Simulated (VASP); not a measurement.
Input of a VASP 6.6.1 run:

File INCAR:

```
PREC     = Accurate       # precision mode
ENCUT    = 520            # plane-wave cutoff, eV
EDIFF    = 1E-7           # SCF threshold, eV
ISMEAR   = 0              # smearing method
SIGMA    = 0.05           # smearing width, eV
LREAL    = False          # projectors in reciprocal space
LASPH    = True           # aspherical terms in the spheres
NELM     = 150            # most SCF steps
ALGO     = Normal         # electronic algorithm
ISIF     = 2              # what is computed and relaxed
LWAVE    = False          # write WAVECAR
LCHARG   = False          # write CHGCAR
ISPIN    = 2              # spin polarisation
MAGMOM   = 0 0 0 0 0 0 0 0 2 # initial moments
LORBIT   = 11             # projections on sites
LDIPOL   = True         
IDIPOL   = 3            
DIPOL    = 0.5 0.5 0.321
GGA      = PE             # functional
NBANDS   = 32             # bands
```

File KPOINTS:

```
regular mesh
0
Gamma
  9 5 1
```

File POSCAR:

```
Si4C5
1.0
    3.0920147294      0.0000000000      0.0000000000
    0.0000000000      5.0738209150      0.0000000000
    0.0000000000      0.0000000000     18.9686857271
Si C
4 5
Direct
    0.0000000000      0.9954360478      0.2108738611
    0.5000000000      0.4954360478      0.2579297184
    0.5000000000      0.9936728437      0.3565277199
    0.0000000000      0.4650509218      0.3853429993
    0.0000000000      0.6195639522      0.2108738611
    0.5000000000      0.1195639522      0.2579297184
    0.5000000000      0.6250367736      0.3569005385
    0.0000000000      0.1238202484      0.3937376492
    0.0000000000      0.7904869151      0.4548180498
```

Potentials or basis: VASP PAW PBE potentials, release 64 (Si, C).

Launch:

```console
$ cat potpaw_PBE.64/Si/POTCAR potpaw_PBE.64/C/POTCAR > POTCAR
$ mpirun -np 1 vasp_std > vasp.out
```

(1) Estimate the net moment.

(2) What does it give for the largest force?

Answers

(1) 0.63 μB per cell.

(2) 4.208 eV/Å.
